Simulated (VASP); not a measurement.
Here is a VASP 6.6.1 calculation.

File INCAR:

```
PREC = Accurate
ENCUT = 600
EDIFF = 1E-7
ISMEAR = -1
SIGMA = 0.03
LREAL = False
LASPH = True
NELM = 100
ALGO = Normal
ISIF = 3
LWAVE = False
LCHARG = False
GGA = PS
IBRION = 2
NSW = 100
EDIFFG = -0.01
```

Contents of KPOINTS:

```
Automatic mesh
0
Gamma
  4 4 4
```

Contents of POSCAR:

```
GeSb2Te4
1.0
   -4.1196151800      4.1196151800      3.2925068100
    4.1196151800     -4.1196151800      3.2925068100
    4.1196151800      4.1196151800     -3.2925068100
Ge Sb Te
1 2 4
Direct
    0.0000000000      0.0000000000      0.0000000000
    0.0000000000      0.5000000000      0.5000000000
    0.5000000000      0.0000000000      0.5000000000
    0.0794715300      0.9205284600      0.5000000000
    0.5794715300      0.0794715300      0.1589430700
    0.9205284600      0.4205284700      0.8410569300
    0.4205284700      0.5794715300      0.5000000000
```

Potentials or basis: VASP PAW PBE potentials, release 64 (Ge_d, Sb, Te).

Launch:

```console
$ cat potpaw_PBE.64/Ge_d/POTCAR potpaw_PBE.64/Sb/POTCAR potpaw_PBE.64/Te/POTCAR > POTCAR
$ mpirun -np 1 vasp_std > vasp.out
```

(1) Estimate the relaxed cell.

(2) What does it give for the band gap on the k mesh?

(3) Predict the space group after relaxing (to 0.05 Å).

## Answers

(1) a = 6.463 Å, b = 6.463 Å, c = 6.463 Å, α = 109.93°, β = 109.93°, γ = 108.55°.

(2) zero (band 24 reaches 7.34 eV, above the bottom of band 25 at 6.23 eV).

(3) I422 (No. 97).

Caveat: spin-orbit coupling is left out, which moves the levels of the heavy elements.
